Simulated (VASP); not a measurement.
# Sn (Fd-3m) in VASP: notebook

Runs on Sn. Level: PBEsol. Tasks: single point, relaxation of cell and atoms.

Everything below comes from runs of VASP 6.6.1. Logs are shortened: lines on timing, memory, paths and dates and some standing lists are left out, and cuts for length are marked.

### 1 The cell of the first run

It takes space group Fd-3m (No. 227, cubic). The conventional cell has a = 6.541 Å, b = 6.541 Å, c = 6.541 Å, α = 90.00°, β = 90.00°, γ = 90.00°. Sn (site symmetry -43m) has 4 Sn at 2.83 Å within 3.7 Å.

This isn't the form of Sn at room conditions, which is tetragonal (white tin).

### 2 Single point, PBEsol

INCAR reads:

```
SYSTEM = Sn
PREC = Accurate
ENCUT = 520
EDIFF = 1E-6
ISMEAR = -1
SIGMA = 0.1
LREAL = .False.
LASPH = .True.
NELM = 100
ALGO = Normal
ISIF = 2
LWAVE = .False.
LCHARG = .True.
GGA = PS
LELF = .True.
LVHAR = .True.
NBANDS = 21
```

KPOINTS reads:

```
regular mesh
0
Gamma
  11 11 11
  0 0 0
```

POSCAR reads:

```
Sn
1.0
    0.0000000000      3.2705549512      3.2705549512
    3.2705549512      0.0000000000      3.2705549512
    3.2705549512      3.2705549512      0.0000000000
Sn
2
Direct
    0.0000000000      0.0000000000      0.0000000000
    0.2500000000      0.2500000000      0.2500000000
```

Potentials or basis: VASP PAW PBE potentials, release 64 (Sn_d).

Started as:

```console
> cat potpaw_PBE.64/Sn_d/POTCAR > POTCAR
> mpirun -np 1 vasp_std > vasp.out
```

OUTCAR:

```text
SYSTEM = Sn
   PREC = Accurate
   ENCUT = 520
   EDIFF = 1E-6
   ISMEAR = -1
   LREAL = .False.
   LASPH = .True.
   NELM = 100
   ISIF = 2
   GGA = PS

 ion  position               nearest neighbor table
   1  0.000  0.000  0.000-   2 2.83   2 2.83   2 2.83   2 2.83
   2  0.250  0.250  0.250-   1 2.83   1 2.83   1 2.83   1 2.83

  LATTYP: Found a face centered cubic cell.
 ALAT       =     6.5411099024

  Lattice vectors:

 A1 = (   0.0000000000,   3.2705549512,   3.2705549512)
 A2 = (   3.2705549512,   0.0000000000,   3.2705549512)
 A3 = (   3.2705549512,   3.2705549512,   0.0000000000)

Analysis of symmetry for initial positions (statically):
=====================================================================
 Subroutine PRICEL returns:
 Original cell was already a primitive cell.

 Routine SETGRP: Setting up the symmetry group for a
 face centered cubic supercell.

 Subroutine GETGRP returns: Found 48 space group operations
 (whereof 24 operations were pure point group operations)
 out of a pool of 48 trial point group operations.

The static configuration has the point symmetry T_d .
 The point group associated with its full space group is O_h .

Analysis of symmetry for dynamics (positions and initial velocities):
=====================================================================
 Subroutine PRICEL returns:
 Original cell was already a primitive cell.

 Routine SETGRP: Setting up the symmetry group for a
 face centered cubic supercell.

 Subroutine GETGRP returns: Found 48 space group operations
 (whereof 24 operations were pure point group operations)
 out of a pool of 48 trial point group operations.

The dynamic configuration has the point symmetry T_d .
 The point group associated with its full space group is O_h .

 Subroutine INISYM returns: Found 48 space group operations
 (whereof 24 operations are pure point group operations),
 and found     1 'primitive' translations

----------------------------------------------------------------------------------------

                                     Primitive cell

  volume of cell :      69.9672

  direct lattice vectors                    reciprocal lattice vectors
     0.000000000  3.270554951  3.270554951    -0.152879254  0.152879254  0.152879254
     3.270554951  0.000000000  3.270554951     0.152879254 -0.152879254  0.152879254
     3.270554951  3.270554951  0.000000000     0.152879254  0.152879254 -0.152879254

  length of vectors
     4.625263168  4.625263168  4.625263168     0.264794635  0.264794635  0.264794635

  position of ions in fractional coordinates (direct lattice)
     0.000000000  0.000000000  0.000000000
     0.250000000  0.250000000  0.250000000

  ion indices of the primitive-cell ions
   primitive index   ion index
                 1           1
                 2           2

----------------------------------------------------------------------------------------

 KPOINTS: regular mesh

Automatic generation of k-mesh.
 Grid dimensions read from file:
 generate k-points for:   11   11   11

 Generating k-lattice:

  Cartesian coordinates                     Fractional coordinates (reciprocal lattice)
    -0.013898114  0.013898114  0.013898114     0.090909091  0.000000000  0.000000000
     0.013898114 -0.013898114  0.013898114     0.000000000  0.090909091  0.000000000
     0.013898114  0.013898114 -0.013898114     0.000000000  0.000000000  0.090909091

  Length of vectors
     0.024072240  0.024072240  0.024072240

  Shift w.r.t. Gamma in fractional coordinates (k-lattice)
     0.000000000  0.000000000  0.000000000

 Subroutine IBZKPT returns following result:
 ===========================================

 Found     56 irreducible k-points:

 Following reciprocal coordinates:
            Coordinates               Weight
  0.000000  0.000000  0.000000      1.000000
  0.090909  0.000000  0.000000      8.000000
  0.181818  0.000000  0.000000      8.000000
  0.272727  0.000000  0.000000      8.000000
  0.363636  0.000000  0.000000      8.000000
  0.454545  0.000000  0.000000      8.000000
[... 16 lines left out ...]
 -0.272727  0.181818  0.000000     24.000000
 -0.181818  0.181818  0.000000     12.000000
 [... further k-points ...]
   k-points           NKPTS =     56   k-points in BZ     NKDIM =     56   number of bands    NBANDS=     21
   number of dos      NEDOS =    301   number of ions     NIONS =      2
   total plane-waves  NPLWV =  46656
   dimension x,y,z NGX =    36 NGY =   36 NGZ =   36
   dimension x,y,z NGXF=    72 NGYF=   72 NGZF=   72
   ions per type =               2
   NGX,Y,Z   is equivalent  to a cutoff of  12.94, 12.94, 12.94 a.u.
   NGXF,Y,Z  is equivalent  to a cutoff of  25.88, 25.88, 25.88 a.u.
 SYSTEM =  Sn
   PREC   = accura    normal or accurate (medium, high low for compatibility)
   ISTART =      0    job   : 0-new  1-cont  2-samecut
   ICHARG =      2    charge: 1-file 2-atom 10-const
   ISPIN  =      1    spin polarized calculation?
   LNONCOLLINEAR =      F non collinear calculations
   LSORBIT =      F    spin-orbit coupling
   LASPH  =      T    aspherical Exc in radial PAW
   ENCUT  =  520.0 eV  38.22 Ry    6.18 a.u.   8.60  8.60  8.60*2*pi/ulx,y,z
   NELM   =    100;   NELMIN=  2; NELMDL= -5     # of ELM steps
   EDIFF  = 0.1E-05   stopping-criterion for ELM
   LREAL  =      F    real-space projection
   EDIFFG = 0.1E-04   stopping-criterion for IOM
   NSW    =      0    number of steps for IOM
   IBRION =     -1    ionic relax: 0-MD 1-quasi-New 2-CG
   NFREE  =      0    steps in history (QN), initial steepest desc. (CG)
   ISIF   =      2    stress and relaxation
   ISYM   =      2    0-nonsym 1-usesym 2-fastsym
   POTIM  = 0.5000    time-step for ionic-motion
   TEBEG  =    0.0;   TEEND  =   0.0 temperature during run
   PSTRESS=    0.0 pullay stress
   NELECT =      28.0000    total number of electrons
   NUPDOWN=      -1.0000    fix difference up-down
   EMIN   =  10.00;   EMAX   =-10.00  energy-range for DOS
   EFERMI =   0.00;   METHOD = LEGACY
   ISMEAR =    -1;   SIGMA  =   0.10  broadening in eV -4-tet -1-fermi 0-gaus
   EFERMI_NEDOS =   21; number of points for ismear=-14 and -15
   IALGO  =     38    algorithm
   IMIX   =      4    mixing-type and parameters
     AMIX     =   0.40;   BMIX     =  1.00
     AMIX_MAG =   1.60;   BMIX_MAG =  1.00
  volume/ion in A,a.u.               =      34.98       236.08
  Fermi-wavevector in a.u.,A,eV,Ry     =   1.206413  2.279790 19.802364  1.455433
  Thomas-Fermi vector in A             =   2.342081
   LORBIT       =      0    0 simple, 1 ext, 2 COOP (PROOUT), +10 PAW based schemes
   GGA     = PS    functional components
   LHFCALC =     F    Hartree Fock is set to
   AEXX    =    0.0000 exact exchange contribution
   IVDW    =     0    specifies the selected vdW correction
   LEPSILON=     F    determine dielectric tensor
   LRPA    =     F    only Hartree local field effects (RPA)
 non-spin polarized calculation
  energy-cutoff  :      520.00
  volume of cell :       69.97
 maximum number of plane-waves:      1900
   NGX = 17   NGY = 17   NGZ = 17

 number of electron      27.9999986 magnetization

 Free energy of the ion-electron system (eV)
  ---------------------------------------------------
  ext. energy  EPLUGINS =         0.00000000
  ---------------------------------------------------
  free energy    TOTEN  =        -8.46792607 eV

  energy without entropy =       -8.46168349  energy(sigma->0) =       -8.46480478

 E-fermi :   5.2434     XC(G=0):  -8.9633

 val. band max:        5.1666222123   @ k =   0.0909   0.0000   0.0000
 cond. band min:       5.2489982413   @ k =   0.3636   0.0000   0.0000
 fundamental gap:      0.0823760291
 Fermi energy:         5.2434323971

 k-point     1 :       0.0000    0.0000    0.0000
  band No.  band energies     occupation
      1     -16.3140      2.00000
      2     -16.3140      2.00000
      3     -16.3140      2.00000
      4     -16.2566      2.00000
      5     -16.2566      2.00000
      6     -15.9640      2.00000
[... 13 lines left out ...]
     20      13.1535      0.00000
     21      13.1535      0.00000

 k-point     2 :       0.0909    0.0000    0.0000
  band No.  band energies     occupation
      1     -16.3200      2.00000
      2     -16.3200      2.00000
      3     -16.3120      2.00000
      4     -16.2483      2.00000
      5     -16.2483      2.00000
      6     -15.9791      2.00000
[... 13 lines left out ...]
     20      12.4887      0.00000
     21      12.4887      0.00000

 k-point     3 :       0.1818    0.0000    0.0000
  band No.  band energies     occupation
      1     -16.3309      2.00000
      2     -16.3309      2.00000
      3     -16.3067      2.00000
      4     -16.2316      2.00000
      5     -16.2316      2.00000
      6     -15.9961      2.00000
[... 13 lines left out ...]
     20      12.0561      0.00000
     21      12.0561      0.00000

 k-point     4 :       0.2727    0.0000    0.0000
  band No.  band energies     occupation
      1     -16.3400      2.00000
      2     -16.3400      2.00000
      3     -16.2996      2.00000
      4     -16.2158      2.00000
      5     -16.2158      2.00000
      6     -16.0096      2.00000
[... 13 lines left out ...]
     20      12.1362      0.00000
     21      12.1362      0.00000

 k-point     5 :       0.3636    0.0000    0.0000
  band No.  band energies     occupation
      1     -16.3455      2.00000
      2     -16.3455      2.00000
      3     -16.2928      2.00000
      4     -16.2050      2.00000
      5     -16.2050      2.00000
      6     -16.0180      2.00000
[... 13 lines left out ...]
     20      12.7595      0.00000
     21      12.7595      0.00000

 k-point     6 :       0.4545    0.0000    0.0000
  band No.  band energies     occupation
      1     -16.3479      2.00000
      2     -16.3479      2.00000
      3     -16.2886      2.00000
      4     -16.2000      2.00000
      5     -16.2000      2.00000
      6     -16.0216      2.00000
[... 13 lines left out ...]
     20      13.6738      0.00000
     21      13.6738      0.00000

 k-point     7 :       0.0909    0.0909    0.0000
  band No.  band energies     occupation
      1     -16.3188      2.00000
      2     -16.3184      2.00000
      3     -16.3184      2.00000
      4     -16.2504      2.00000
      5     -16.2398      2.00000
      6     -15.9978      2.00000
[... 13 lines left out ...]
     20      11.7785      0.00000
     21      13.2444      0.00000
[... 291 lines left out ...]
      1     -16.3683      2.00000
      2     -16.3515      2.00000
      3     -16.2701      2.00000
      4     -16.1863      2.00000
      5     -16.1628      2.00000
      6     -16.0819      2.00000
[... 13 lines left out ...]
     20      13.9585      0.00000
     21      14.3011      0.00000

 k-point    21 :      -0.4545    0.1818    0.0000
  band No.  band energies     occupation
      1     -16.3728      2.00000
      2     -16.3556      2.00000
      3     -16.2561      2.00000
      4     -16.1741      2.00000
      5     -16.1722      2.00000
      6     -16.0673      2.00000
[... 13 lines left out ...]
     20      13.3801      0.00000
     21      13.4974      0.00000

 k-point    22 :      -0.3636    0.1818    0.0000
  band No.  band energies     occupation
      1     -16.3705      2.00000
      2     -16.3572      2.00000
      3     -16.2536      2.00000
      4     -16.1889      2.00000
      5     -16.1686      2.00000
      6     -16.0545      2.00000
[... 13 lines left out ...]
     20      12.3667      0.00000
     21      13.4898      0.00000

 k-point    23 :      -0.2727    0.1818    0.0000
  band No.  band energies     occupation
      1     -16.3618      2.00000
      2     -16.3555      2.00000
      3     -16.2648      2.00000
      4     -16.2050      2.00000
      5     -16.1749      2.00000
      6     -16.0519      2.00000
[... 13 lines left out ...]
     20      12.7064      0.00000
     21      14.1762      0.00000

 k-point    24 :      -0.1818    0.1818    0.0000
  band No.  band energies     occupation
      1     -16.3498      2.00000
      2     -16.3483      2.00000
      3     -16.2842      2.00000
      4     -16.2176      2.00000
      5     -16.1922      2.00000
      6     -16.0377      2.00000
[... 13 lines left out ...]
     20      12.6624      0.00000
     21      12.9688      0.00000

 [... further k-points ...]
[... 5 lines left out ...]
  --------------------------------------------------------------------------------------
  -------------------------------------------------------------------------------------
  Total       -0.0261279     -0.0261279     -0.0261279     -0.0000000      0.0000000      0.0000000
  in kB       -0.5983013     -0.5983013     -0.5983013     -0.0000000      0.0000000      0.0000000
  external PRESSURE =      -0.5983013 kB  Pullay stress =       0.0000000 kB

 VOLUME and BASIS-vectors are now :
 -----------------------------------------------------------------------------
  energy-cutoff  :      520.00
  volume of cell :       69.97
      direct lattice vectors                 reciprocal lattice vectors
     0.000000000  3.270554951  3.270554951    -0.152879254  0.152879254  0.152879254
     3.270554951  0.000000000  3.270554951     0.152879254 -0.152879254  0.152879254
     3.270554951  3.270554951  0.000000000     0.152879254  0.152879254 -0.152879254

 POSITION                                       TOTAL-FORCE (eV/Angst)
 -----------------------------------------------------------------------------------
      0.00000      0.00000      0.00000         0.000000      0.000000      0.000000
      1.63528      1.63528      1.63528        -0.000000     -0.000000     -0.000000
 -----------------------------------------------------------------------------------
    total drift:                                0.000000      0.000000      0.000000

  FREE ENERGIE OF THE ION-ELECTRON SYSTEM (eV)
  ---------------------------------------------------
  free  energy   TOTEN  =        -8.4679260692 eV

  energy  without entropy=       -8.4616834939  energy(sigma->0) =       -8.46480478
```

Run time: 2.5 min. Hardware: 1 thread of AMD EPYC 7R13, shared host; peak memory 0.2 GiB.

What came out:

| Item | Value |
| --- | --- |
| Free energy | -8.4679 eV |
| Pressure | -0.1 GPa |
| Band gap on the k mesh | zero (bands 14 and 15 overlap by 0.18 eV) |

Caveat: the PAW data sets were made with another functional, which shifts forces and pressure a little; spin-orbit coupling is left out, which moves the levels of the heavy elements.

### 3 Relaxation of cell and atoms, PBEsol

This run uses another cell than the first one, of 33.80 Å³/atom.

INCAR reads:

```
ALGO = Normal ; EDIFF = 1E-6
EDIFFG = -0.01 ; ENCUT = 600
GGA = PS ; IBRION = 2
ISIF = 3 ; ISMEAR = -1
LASPH = T ; LCHARG = F
LREAL = F ; LWAVE = F
NELM = 100 ; NSW = 80
PREC = Accurate ; SIGMA = 0.1
```

KPOINTS reads:

```
k-points
0
Gamma
  11 11 11
```

POSCAR reads:

```
Sn
1.0
    0.0000000000      3.2333400000      3.2333400000
    3.2333400000      0.0000000000      3.2333400000
    3.2333400000      3.2333400000      0.0000000000
Sn
2
Direct
    0.0000000000      0.0000000000      0.0000000000
    0.2500000000      0.2500000000      0.2500000000
```

Potentials or basis: VASP PAW PBE potentials, release 64 (Sn_d).

Started as:

```console
> cat potpaw_PBE.64/Sn_d/POTCAR > POTCAR
> mpirun -np 1 vasp_std > vasp.out
```

Wall time 5.8 min (1 thread of AMD EPYC 7R13, shared host); peak memory 0.26 GiB.

The run converged. Its results:

| Item | Value |
| --- | --- |
| Free energy | -8.4682 eV |
| Relaxed volume | 34.96 Å³/atom |
| Relaxed cell | a = 4.624 Å, b = 4.624 Å, c = 4.624 Å, α = 60.00°, β = 60.00°, γ = 60.00° |
| Space group after relaxing (to 0.1 Å) | Fd-3m (No. 227) |
| Energy gained by relaxing | 5.3 meV/atom |
| Ionic steps | 3 |
| Pressure after relaxing | 0.0 GPa |
| Band gap on the k mesh | zero (bands 14 and 15 overlap by 0.18 eV) |

Step by step:
| step | energy change (eV) | largest force (eV/Å) | pressure (GPa) | volume (Å³) |
| --- | --- | --- | --- | --- |
| 1 | 0.0000 | 0.0000 | 1.53 | 67.61 |
| 2 | -0.0092 | 0.0000 | -0.48 | 70.81 |
| 3 | -0.0107 | 0.0000 | -0.01 | 69.92 |

Final structure:
```cif
data_structure
_symmetry_space_group_name_H-M 'P 1'
_symmetry_Int_Tables_number 1
_cell_length_a 4.6243
_cell_length_b 4.6243
_cell_length_c 4.6243
_cell_angle_alpha 60.000
_cell_angle_beta 60.000
_cell_angle_gamma 60.000
_cell_volume 69.92
loop_
_atom_site_label
_atom_site_type_symbol
_atom_site_fract_x
_atom_site_fract_y
_atom_site_fract_z
_atom_site_occupancy
Sn1 Sn 0.00000 0.00000 0.00000 1
Sn2 Sn 0.25000 0.25000 0.25000 1
```

Levels at points of the mesh, in eV from the Fermi level:
```csv
k point,band 10,band 11,band 12,band 13,band 14,band 15,band 16,band 17,band 18
"(0.00, 0.00, 0.00)",-21.20,-10.48,-0.86,0.08,0.08,0.08,2.14,2.14,2.14
```

Caveat: the PAW data sets were made with another functional, which shifts forces and pressure a little; spin-orbit coupling is left out, which moves the levels of the heavy elements. Zero-point motion and thermal expansion aren't in these numbers.
